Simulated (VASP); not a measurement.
A run of VASP 6.6.1 is set up as follows.

The input INCAR:

```
PREC = Accurate
ENCUT = 520
EDIFF = 1E-6
ISMEAR = -1
SIGMA = 0.02
LREAL = False
LASPH = True
NELM = 80
ALGO = Normal
ISIF = 2
LWAVE = False
LCHARG = True
GGA = PE
LELF = True
LVHAR = True
NBANDS = 26
```

Contents of KPOINTS:

```
Automatic mesh
0
Gamma
  6 6 6
```

File POSCAR:

```
CuI
1.0
    3.5037459921     -3.5931530553      0.0000000000
    3.5037459921      3.5931530553      0.0000000000
    0.0000000000      0.0000000000      4.2908911203
Cu I
2 2
Direct
    0.4167976984      0.5832023016      0.7500000000
    0.5832023016      0.4167976984      0.2500000000
    0.7788068805      0.2211931195      0.7500000000
    0.2211931195      0.7788068805      0.2500000000
```

Potentials or basis: VASP PAW PBE potentials, release 64 (Cu, I).

Run with:

```sh
$ cat potpaw_PBE.64/Cu/POTCAR potpaw_PBE.64/I/POTCAR > POTCAR
$ mpirun -np 1 vasp_std > vasp.out
```

(1) Estimate the band gap on the k mesh.

(2) What does it give for the pressure?

(3) Predict the largest force.

Answers

(1) 0.94 eV.

(2) 2.7 GPa.

(3) 0.162 eV/Å.

Caveat: the cell differs from its parent crystal (uniaxial z strain -0.7%); spin-orbit coupling is left out, which moves the levels of the heavy elements.
